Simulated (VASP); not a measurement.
Input of a VASP 6.6.1 run:

INCAR

```
ALGO = Normal ; EDIFF = 1E-6
ENCUT = 520 ; GGA = PE
ISIF = 2 ; ISMEAR = 0
LASPH = True ; LCHARG = False
LREAL = False ; LWAVE = False
NBANDS = 20 ; NELM = 100
PREC = Accurate ; SIGMA = 0.05
```

KPOINTS

```
k-points
0
Gamma
  8 8 8
```

Contents of POSCAR:

```
CdF2
1.0
    0.0000000000      2.7159547493      2.7895571230
    2.7159547493      0.0000000000      2.7895571230
    2.7159547493      2.7159547493      0.0000000000
Cd F
1 2
Direct
    0.0000000000      0.0000000000      0.0000000000
    0.2500000000      0.2500000000      0.2500000000
    0.7500000000      0.7500000000      0.7500000000
```

Potentials or basis: VASP PAW PBE potentials, release 64 (Cd, F).

The run is started by

```bash
$ cat potpaw_PBE.64/Cd/POTCAR potpaw_PBE.64/F/POTCAR > POTCAR
$ mpirun -np 1 vasp_std > vasp.out
```

Task: What does it give for the band gap on the k mesh?

Result: 2.85 eV, indirect (least direct gap 3.39 eV).

Task: What does it give for the pressure?

Result: 0.6 GPa.

Stress tensor (GPa, compression positive):
```
 1.51  0.00  0.00
 0.00  1.51  0.00
 0.00  0.00 -1.27
```

 A k mesh can miss the band edges.
